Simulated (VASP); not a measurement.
Wanted: the native input for a VASP 6.6.1 run.

```yaml
Task: single point
Functional: revPBE
Potentials_or_basis: VASP PAW PBE potentials, release 64 (Be, S)
Cutoff: 600 eV
k_mesh: 8 × 8 × 8
Occupations: gaussian, width 0.05 eV
Spin: no spin polarisation
Dipole_correction: no
Further_INCAR_settings: ALGO = Normal; EDIFF = 1e-06; NBANDS = 11
```

The structure of BeS lies in POSCAR:

```
BeS
1.0
    0.0000000000      2.4379274424      2.4379274424
    2.4379274424      0.0000000000      2.4379274424
    2.4379274424      2.4379274424      0.0000000000
Be S
1 1
Direct
    0.0000000000      0.0000000000      0.0000000000
    0.7500000000      0.7500000000      0.7500000000
```

This cell differs from its parent crystal: volume scaled by 0.98.

These files were run (other wordings do the same):

INCAR

```
ALGO = Normal
EDIFF = 1E-6
ENCUT = 600
GGA = RE
GGA_COMPAT = False
ISIF = 2
ISMEAR = 0
LASPH = True
LCHARG = False
LREAL = False
LWAVE = False
NBANDS = 11
NELM = 120
PREC = Accurate
SIGMA = 0.05
```

KPOINTS

```
k-points
0
Gamma
  8 8 8
```

Potentials or basis: VASP PAW PBE potentials, release 64 (Be, S).

The run is started by

```bash
$ cat potpaw_PBE.64/Be/POTCAR potpaw_PBE.64/S/POTCAR > POTCAR
$ mpirun -np 1 vasp_std > vasp.out
```

It gave:

* Pressure: 1.8 GPa
* Band gap on the k mesh: 3.23 eV, indirect (least direct gap 5.72 eV)

Caveat: the PAW data sets were made with another functional, which shifts forces and pressure a little.

It took 19 s on 1 thread of Intel Xeon 8259CL (shared host), peak memory 0.15 GiB.
